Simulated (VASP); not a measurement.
Wanted: the native input for a VASP 6.6.1 run.

| Item | Value |
| --- | --- |
| Task | single point |
| Functional | LDA |
| Potentials or basis | VASP PAW LDA potentials, release 64 (Cu_sv_GW) |
| Cutoff | 820 eV |
| k mesh | 24 × 24 × 24 |
| Occupations | gaussian, width 0.15 eV |
| Spin | no spin polarisation |
| Dipole correction | no |
| Further INCAR settings | ALGO = Normal; EDIFF = 1e-06; NBANDS = 16 |

The structure of Cu lies in POSCAR:

```
Cu
1.0
   -1.4080868461      1.4080868461      1.3229377452
    1.4080868461     -1.4080868461      1.3229377452
    1.4080868461      1.4080868461     -1.3229377452
Cu
1
Direct
    0.0000000000      0.0000000000      0.0000000000
```

The input as run:

INCAR

```
PREC = Accurate ; ENCUT = 820
EDIFF = 1E-6 ; ISMEAR = 0
SIGMA = 0.15 ; LREAL = F
LASPH = T ; NELM = 120
ALGO = Normal ; ISIF = 2
LWAVE = F ; LCHARG = F
GGA = CA ; NBANDS = 16
GGA_COMPAT = F
```

KPOINTS

```
regular mesh
0
Gamma
  24 24 24
```

Potentials or basis: VASP PAW LDA potentials, release 64 (Cu_sv_GW).

Command:

```sh
$ cat potpaw_LDA.64/Cu_sv_GW/POTCAR > POTCAR
$ mpirun -np 1 vasp_std > vasp.out
```

Results of the run:

```json
{
 "Pressure": "7.8 GPa",
 "Band gap on the k mesh": "zero (an odd number of electrons rules out a gap without spin polarisation)"
}
```

Caveat: the cell stands under pressure.

Run time: 3.4 min on 1 thread of Intel(R) Xeon(R) Platinum 8259CL CPU @ 2.50GHz (Skylake/Cascade Lake), on a shared host, peak memory 0.5 GiB.
